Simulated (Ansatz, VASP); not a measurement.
## SiMo5 in VASP and in Ansatz

```
CELL_PARAMETERS angstrom
4.42662 0.00000 0.00000
-2.21331 3.83356 0.00000
0.00000 0.00000 5.36594
ATOMIC_POSITIONS crystal
Si 0.00000 0.00000 0.00000
Mo 0.66667 0.33333 0.83102
Mo 0.33333 0.66667 0.67147
Mo 0.33333 0.66667 0.16898
Mo 0.66667 0.33333 0.32853
Mo 0.00000 0.00000 0.50000
```

Alike in both runs: functional PBE; k mesh 12 × 12 × 6; occupations gaussian, width 0.1 eV; no spin polarisation.

Ansatz relaxed the structure, and its values are those at the end. VASP's run is a single point on that final structure, the one shown.

|  | VASP | Ansatz |
| --- | --- | --- |
| version | VASP 6.6.1 | Ansatz 0.2.0 |
| potentials or method | VASP PAW PBE potentials, release 64 (Si, Mo_sv), cutoff 520 eV | scalar-relativistic, plane waves, PAW |
| valence electrons in the cell | 74 | 74 |

```csv
,VASP,Ansatz,Ansatz less VASP
gap on the k mesh at the Fermi level (eV),none,none,-
pressure (GPa),0.4,0.0,-0.42
```

A gap of «none» marks a metal or a gap that the smearing closes. The functional is the same, so the differences come from potentials, cutoffs and numerics.
